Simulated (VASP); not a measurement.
A run of VASP 6.6.1 is set up as follows.

The input POSCAR:

```
Hf
1.0
    0.0000000000      2.1899963220      2.1899963220
    2.1899963220      0.0000000000      2.1899963220
    2.1899963220      2.1899963220      0.0000000000
Hf
1
Direct
    0.0000000000      0.0000000000      0.0000000000
```

Contents of INCAR.step1:

```
PREC = Accurate
ENCUT = 520
ISMEAR = -1
SIGMA = 0.05
LREAL = False
LASPH = True
NELM = 80
NBANDS = 11
GGA = PE
ALGO = Normal
EDIFF = 1E-4
LWAVE = True
LCHARG = False
```

The input INCAR.step2:

```
PREC = Accurate
ENCUT = 520
EDIFF = 1E-6
ISMEAR = -1
SIGMA = 0.05
LREAL = False
LASPH = True
NELM = 80
ALGO = Normal
ISIF = 2
LWAVE = False
LCHARG = True
METAGGA = R2SCAN
LMIXTAU = True
LELF = True
LVHAR = True
NBANDS = 11
ISTART = 1
```

File KPOINTS:

```
regular mesh
0
Gamma
  10 10 10
```

Potentials or basis: VASP PAW PBE potentials, release 64 (Hf_pv).

The run is started by

```sh
$ cat potpaw_PBE.64/Hf_pv/POTCAR > POTCAR
$ cp INCAR.step1 INCAR
$ mpirun -np 1 vasp_std > vasp.out
$ cp INCAR.step2 INCAR
$ mpirun -np 1 vasp_std > vasp.out
```

(1) What does it give for the pressure?

(2) Estimate the band gap on the k mesh.

## Answers

(1) 6.8 GPa.

(2) zero (band 5 reaches 6.69 eV, above the bottom of band 6 at 4.67 eV).

Caveat: the PAW data sets were made with another functional, which shifts forces and pressure a little; spin-orbit coupling is left out, which moves the levels of the heavy elements.
